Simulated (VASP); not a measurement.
# SrCl2 (Fm-3m) in VASP: density of states with PBE

Aim: the density of states of SrCl2 with PBE.

Everything below comes from runs of VASP 6.6.1. Logs are shortened: lines on timing, memory, paths and dates and some standing lists are left out, and cuts for length are marked.

## Step 1: The cell of the first run

Symmetry: Fm-3m, No. 225, cubic system. The conventional cell has a = 6.977 Å, b = 6.977 Å, c = 6.977 Å, α = 90.00°, β = 90.00°, γ = 90.00°. Sr (site symmetry m-3m) has 8 Cl at 3.02 Å within 4.0 Å. Within 4.0 Å of Cl (site symmetry -43m) lie 4 Sr at 3.02 Å and 6 Cl at 3.49 Å.

## Step 2: Density of states, PBE

POSCAR reads:

```
SrCl2
1.0
    0.0000000000      3.4883500000      3.4883500000
    3.4883500000      0.0000000000      3.4883500000
    3.4883500000      3.4883500000      0.0000000000
Sr Cl
1 2
Direct
    0.0000000000      0.0000000000      0.0000000000
    0.2500000000      0.2500000000      0.2500000000
    0.7500000000      0.7500000000      0.7500000000
```

INCAR.step1 reads:

```
ALGO = Normal
EDIFF = 1E-6
ENCUT = 520
GGA = PE
ISIF = 2
ISMEAR = 0
LASPH = T
LCHARG = T
LREAL = F
LWAVE = F
NBANDS = 19
NELM = 80
PREC = Accurate
SIGMA = 0.05
```

KPOINTS.step1 reads:

```
k-points
0
Gamma
  8 8 8
```

INCAR.step2 reads:

```
ALGO = Normal
EDIFF = 1E-6
ENCUT = 520
GGA = PE
ICHARG = 11
ISIF = 2
ISMEAR = -5
LASPH = T
LCHARG = F
LORBIT = 11
LREAL = F
LWAVE = F
NBANDS = 19
NEDOS = 2001
NELM = 80
PREC = Accurate
SIGMA = 0.05
```

KPOINTS.step2 reads:

```
k-points
0
Gamma
  12 12 12
```

Potentials or basis: VASP PAW PBE potentials, release 64 (Sr_sv, Cl).

On the command line:

```sh
cat potpaw_PBE.64/Sr_sv/POTCAR potpaw_PBE.64/Cl/POTCAR > POTCAR
cp INCAR.step1 INCAR
cp KPOINTS.step1 KPOINTS
mpirun -np 1 vasp_std > vasp.out
cp INCAR.step2 INCAR
cp KPOINTS.step2 KPOINTS
mpirun -np 1 vasp_std > vasp.out
```

OUTCAR:

```text
EDIFF = 1E-6
   ENCUT = 520
   GGA = PE
   ICHARG = 11
   ISIF = 2
   ISMEAR = -5
   LASPH = T
   LORBIT = 11
   LREAL = F
   NELM = 80
   PREC = Accurate

 ion  position               nearest neighbor table
   1  0.000  0.000  0.000-   3 3.02   3 3.02   3 3.02   2 3.02   3 3.02   2 3.02   2 3.02   2 3.02

   2  0.250  0.250  0.250-   1 3.02   1 3.02   1 3.02   1 3.02
   3  0.750  0.750  0.750-   1 3.02   1 3.02   1 3.02   1 3.02

  LATTYP: Found a face centered cubic cell.
 ALAT       =     6.9767000000

  Lattice vectors:

 A1 = (   0.0000000000,   3.4883500000,   3.4883500000)
 A2 = (   3.4883500000,   0.0000000000,   3.4883500000)
 A3 = (   3.4883500000,   3.4883500000,   0.0000000000)

Analysis of symmetry for initial positions (statically):
=====================================================================
 Subroutine PRICEL returns:
 Original cell was already a primitive cell.

 Routine SETGRP: Setting up the symmetry group for a
 face centered cubic supercell.

 Subroutine GETGRP returns: Found 48 space group operations
 (whereof 48 operations were pure point group operations)
 out of a pool of 48 trial point group operations.

The static configuration has the point symmetry O_h .

Analysis of symmetry for dynamics (positions and initial velocities):
=====================================================================
 Subroutine PRICEL returns:
 Original cell was already a primitive cell.

 Routine SETGRP: Setting up the symmetry group for a
 face centered cubic supercell.

 Subroutine GETGRP returns: Found 48 space group operations
 (whereof 48 operations were pure point group operations)
 out of a pool of 48 trial point group operations.

The dynamic configuration has the point symmetry O_h .

 Subroutine INISYM returns: Found 48 space group operations
 (whereof 48 operations are pure point group operations),
 and found     1 'primitive' translations

----------------------------------------------------------------------------------------

                                     Primitive cell

  volume of cell :      84.8966

  direct lattice vectors                    reciprocal lattice vectors
     0.000000000  3.488350000  3.488350000    -0.143334241  0.143334241  0.143334241
     3.488350000  0.000000000  3.488350000     0.143334241 -0.143334241  0.143334241
     3.488350000  3.488350000  0.000000000     0.143334241  0.143334241 -0.143334241

  length of vectors
     4.933271880  4.933271880  4.933271880     0.248262188  0.248262188  0.248262188

  position of ions in fractional coordinates (direct lattice)
     0.000000000  0.000000000  0.000000000
     0.250000000  0.250000000  0.250000000
     0.750000000  0.750000000  0.750000000

  ion indices of the primitive-cell ions
   primitive index   ion index
                 1           1
                 2           2
                 3           3

----------------------------------------------------------------------------------------

 KPOINTS: k-points

Automatic generation of k-mesh.
 Grid dimensions read from file:
 generate k-points for:   12   12   12

 Generating k-lattice:

  Cartesian coordinates                     Fractional coordinates (reciprocal lattice)
    -0.011944520  0.011944520  0.011944520     0.083333333  0.000000000  0.000000000
     0.011944520 -0.011944520  0.011944520     0.000000000  0.083333333  0.000000000
     0.011944520  0.011944520 -0.011944520     0.000000000  0.000000000  0.083333333

  Length of vectors
     0.020688516  0.020688516  0.020688516

  Shift w.r.t. Gamma in fractional coordinates (k-lattice)
     0.000000000  0.000000000  0.000000000

 TETIRR: Found    247 inequivalent tetrahedra from    10368

 Subroutine IBZKPT returns following result:
 ===========================================

 Found     72 irreducible k-points:

 Following reciprocal coordinates:
            Coordinates               Weight
  0.000000  0.000000  0.000000      1.000000
  0.083333  0.000000  0.000000      8.000000
  0.166667  0.000000  0.000000      8.000000
  0.250000  0.000000  0.000000      8.000000
  0.333333  0.000000  0.000000      8.000000
  0.416667  0.000000  0.000000      8.000000
[... 16 lines left out ...]
  0.500000  0.166667  0.000000     24.000000
 -0.416667  0.166667  0.000000     24.000000
 [... further k-points ...]
   k-points           NKPTS =     72   k-points in BZ     NKDIM =     72   number of bands    NBANDS=     19
   number of dos      NEDOS =   2001   number of ions     NIONS =      3
   total plane-waves  NPLWV =  64000
   dimension x,y,z NGX =    40 NGY =   40 NGZ =   40
   dimension x,y,z NGXF=    80 NGYF=   80 NGZF=   80
   ions per type =               1   2
   NGX,Y,Z   is equivalent  to a cutoff of  13.48, 13.48, 13.48 a.u.
   NGXF,Y,Z  is equivalent  to a cutoff of  26.96, 26.96, 26.96 a.u.
 SYSTEM =  unknown system
   PREC   = accura    normal or accurate (medium, high low for compatibility)
   ISTART =      0    job   : 0-new  1-cont  2-samecut
   ICHARG =     11    charge: 1-file 2-atom 10-const
   ISPIN  =      1    spin polarized calculation?
   LNONCOLLINEAR =      F non collinear calculations
   LSORBIT =      F    spin-orbit coupling
   LASPH  =      T    aspherical Exc in radial PAW
   ENCUT  =  520.0 eV  38.22 Ry    6.18 a.u.   9.17  9.17  9.17*2*pi/ulx,y,z
   NELM   =     80;   NELMIN=  2; NELMDL=  0     # of ELM steps
   EDIFF  = 0.1E-05   stopping-criterion for ELM
   LREAL  =      F    real-space projection
   EDIFFG = 0.1E-04   stopping-criterion for IOM
   NSW    =      0    number of steps for IOM
   IBRION =     -1    ionic relax: 0-MD 1-quasi-New 2-CG
   NFREE  =      0    steps in history (QN), initial steepest desc. (CG)
   ISIF   =      2    stress and relaxation
   ISYM   =      2    0-nonsym 1-usesym 2-fastsym
   POTIM  = 0.5000    time-step for ionic-motion
   TEBEG  =    0.0;   TEEND  =   0.0 temperature during run
   PSTRESS=    0.0 pullay stress
   NELECT =      24.0000    total number of electrons
   NUPDOWN=      -1.0000    fix difference up-down
   EMIN   =  10.00;   EMAX   =-10.00  energy-range for DOS
   EFERMI =   0.00;   METHOD = LEGACY
   ISMEAR =    -5;   SIGMA  =   0.05  broadening in eV -4-tet -1-fermi 0-gaus
   EFERMI_NEDOS =   21; number of points for ismear=-14 and -15
   IALGO  =     38    algorithm
   IMIX   =      4    mixing-type and parameters
     AMIX     =   0.40;   BMIX     =  1.00
     AMIX_MAG =   1.60;   BMIX_MAG =  1.00
  volume/ion in A,a.u.               =      28.30       190.97
  Fermi-wavevector in a.u.,A,eV,Ry     =   1.074439  2.030396 15.706833  1.154420
  Thomas-Fermi vector in A             =   2.210267
   LORBIT       =     11    0 simple, 1 ext, 2 COOP (PROOUT), +10 PAW based schemes
   GGA     = PE    functional components
   LHFCALC =     F    Hartree Fock is set to
   AEXX    =    0.0000 exact exchange contribution
   IVDW    =     0    specifies the selected vdW correction
   LEPSILON=     F    determine dielectric tensor
   LRPA    =     F    only Hartree local field effects (RPA)
 non-spin polarized calculation
 Fermi weights with tetrahedron method with Bloechl corrections
  energy-cutoff  :      520.00
  volume of cell :       84.90
 maximum number of plane-waves:      2303
 NGX is ok and might be reduce to    40

 number of electron      24.0000003 magnetization

 Free energy of the ion-electron system (eV)
  ---------------------------------------------------
  ext. energy  EPLUGINS =         0.00000000
  ---------------------------------------------------
  free energy    TOTEN  =       -12.78236206 eV

  energy without entropy =      -12.78236206  energy(sigma->0) =      -12.78236206

 E-fermi :   0.1607     XC(G=0):  -8.2829

 val. band max:        0.1525392082   @ k =   0.5000   0.5000   0.0000
 cond. band min:       5.4907682190   @ k =   0.0000   0.0000   0.0000
 fundamental gap:      5.3382290108
 Fermi energy:         0.1606958023

 k-point     1 :       0.0000    0.0000    0.0000
  band No.  band energies     occupation
      1     -32.7343      2.00000
      2     -14.7259      2.00000
      3     -14.7259      2.00000
      4     -14.7259      2.00000
      5     -13.1528      2.00000
      6     -12.3028      2.00000
[... 11 lines left out ...]
     18       9.1891      0.00000
     19       9.4666      0.00000

 k-point     2 :       0.0833    0.0000    0.0000
  band No.  band energies     occupation
      1     -32.7340      2.00000
      2     -14.7510      2.00000
      3     -14.7268      2.00000
      4     -14.7268      2.00000
      5     -13.1103      2.00000
      6     -12.3189      2.00000
[... 11 lines left out ...]
     18       9.0659      0.00000
     19       9.6492      0.00000

 k-point     3 :       0.1667    0.0000    0.0000
  band No.  band energies     occupation
      1     -32.7335      2.00000
      2     -14.8135      2.00000
      3     -14.7294      2.00000
      4     -14.7294      2.00000
      5     -13.0027      2.00000
      6     -12.3596      2.00000
[... 11 lines left out ...]
     18       8.8996      0.00000
     19       9.9964      0.00000

 k-point     4 :       0.2500    0.0000    0.0000
  band No.  band energies     occupation
      1     -32.7327      2.00000
      2     -14.8877      2.00000
      3     -14.7328      2.00000
      4     -14.7328      2.00000
      5     -12.8768      2.00000
      6     -12.4024      2.00000
[... 11 lines left out ...]
     18       8.7810      0.00000
     19       9.7701      0.00000

 k-point     5 :       0.3333    0.0000    0.0000
  band No.  band energies     occupation
      1     -32.7319      2.00000
      2     -14.9522      2.00000
      3     -14.7362      2.00000
      4     -14.7362      2.00000
      5     -12.7874      2.00000
      6     -12.4151      2.00000
[... 11 lines left out ...]
     18       8.7374      0.00000
     19       9.2615      0.00000

 k-point     6 :       0.4167    0.0000    0.0000
  band No.  band energies     occupation
      1     -32.7313      2.00000
      2     -14.9948      2.00000
      3     -14.7387      2.00000
      4     -14.7387      2.00000
      5     -12.7574      2.00000
      6     -12.3918      2.00000
[... 11 lines left out ...]
     18       8.7545      0.00000
     19       8.8163      0.00000

 k-point     7 :       0.5000    0.0000    0.0000
  band No.  band energies     occupation
      1     -32.7311      2.00000
      2     -15.0095      2.00000
      3     -14.7397      2.00000
      4     -14.7397      2.00000
      5     -12.7543      2.00000
      6     -12.3757      2.00000
[... 11 lines left out ...]
     18       8.7723      0.00000
     19       8.9327      0.00000

 k-point     8 :       0.0833    0.0833    0.0000
  band No.  band energies     occupation
      1     -32.7340      2.00000
      2     -14.7573      2.00000
      3     -14.7281      2.00000
      4     -14.7281      2.00000
      5     -13.0960      2.00000
      6     -12.3245      2.00000
[... 256 lines left out ...]
 k-point    20 :       0.2500    0.1667    0.0000
  band No.  band energies     occupation
      1     -32.7326      2.00000
      2     -14.8851      2.00000
      3     -14.7413      2.00000
      4     -14.7381      2.00000
      5     -12.8425      2.00000
      6     -12.4235      2.00000
[... 11 lines left out ...]
     18       8.8801      0.00000
     19       9.2323      0.00000

 k-point    21 :       0.3333    0.1667    0.0000
  band No.  band energies     occupation
      1     -32.7319      2.00000
      2     -14.9347      2.00000
      3     -14.7565      2.00000
      4     -14.7417      2.00000
      5     -12.7345      2.00000
      6     -12.4572      2.00000
[... 11 lines left out ...]
     18       8.6694      0.00000
     19       9.5994      0.00000

 k-point    22 :       0.4167    0.1667    0.0000
  band No.  band energies     occupation
      1     -32.7312      2.00000
      2     -14.9698      2.00000
      3     -14.7767      2.00000
      4     -14.7440      2.00000
      5     -12.6747      2.00000
      6     -12.4518      2.00000
[... 11 lines left out ...]
     18       8.7499      0.00000
     19       9.6043      0.00000

 k-point    23 :       0.5000    0.1667    0.0000
  band No.  band energies     occupation
      1     -32.7308      2.00000
      2     -14.9853      2.00000
      3     -14.7955      2.00000
      4     -14.7445      2.00000
      5     -12.6653      2.00000
      6     -12.4205      2.00000
[... 11 lines left out ...]
     18       8.9696      0.00000
     19       9.3240      0.00000

 k-point    24 :      -0.4167    0.1667    0.0000
  band No.  band energies     occupation
      1     -32.7307      2.00000
      2     -14.9815      2.00000
      3     -14.8058      2.00000
      4     -14.7429      2.00000
      5     -12.6655      2.00000
      6     -12.4147      2.00000
[... 11 lines left out ...]
     18       8.9836      0.00000
     19       9.2013      0.00000

 [... further k-points ...]
[... 5 lines left out ...]
  --------------------------------------------------------------------------------------
  -------------------------------------------------------------------------------------
  Total        0.5711903      0.5711903      0.5711903      0.0000000      0.0000000     -0.0000000
  in kB       10.7795661     10.7795661     10.7795661      0.0000000      0.0000000     -0.0000000
  external PRESSURE =      10.7795661 kB  Pullay stress =       0.0000000 kB

 VOLUME and BASIS-vectors are now :
 -----------------------------------------------------------------------------
  energy-cutoff  :      520.00
  volume of cell :       84.90
      direct lattice vectors                 reciprocal lattice vectors
     0.000000000  3.488350000  3.488350000    -0.143334241  0.143334241  0.143334241
     3.488350000  0.000000000  3.488350000     0.143334241 -0.143334241  0.143334241
     3.488350000  3.488350000  0.000000000     0.143334241  0.143334241 -0.143334241

 POSITION                                       TOTAL-FORCE (eV/Angst)
 -----------------------------------------------------------------------------------
      0.00000      0.00000      0.00000         0.000000      0.000000      0.000000
      1.74418      1.74418      1.74418         0.000000      0.000000      0.000000
      5.23252      5.23252      5.23252        -0.000000     -0.000000     -0.000000
 -----------------------------------------------------------------------------------
    total drift:                               -0.000000     -0.000000      0.000000

  FREE ENERGIE OF THE ION-ELECTRON SYSTEM (eV)
  ---------------------------------------------------
  free  energy   TOTEN  =       -12.7823620642 eV

  energy  without entropy=      -12.7823620642  energy(sigma->0) =      -12.78236206

 total charge

# of ion       s       p       d       tot
------------------------------------------
    1        1.997   5.775   0.152   7.924
    2        1.592   3.586   0.000   5.178
    3        1.592   3.586   0.000   5.178
--------------------------------------------------
tot          5.181  12.946   0.152  18.280
```

Run time: 2.1 min. Hardware: 1 thread of Intel Xeon Platinum 8375C at 2.90GHz (Ice Lake), shared host; peak memory 0.29 GiB.

Results:

| Property | Result |
| --- | --- |
| Valence electrons inside the program's atomic spheres | Sr 7.92; Cl 5.18 |
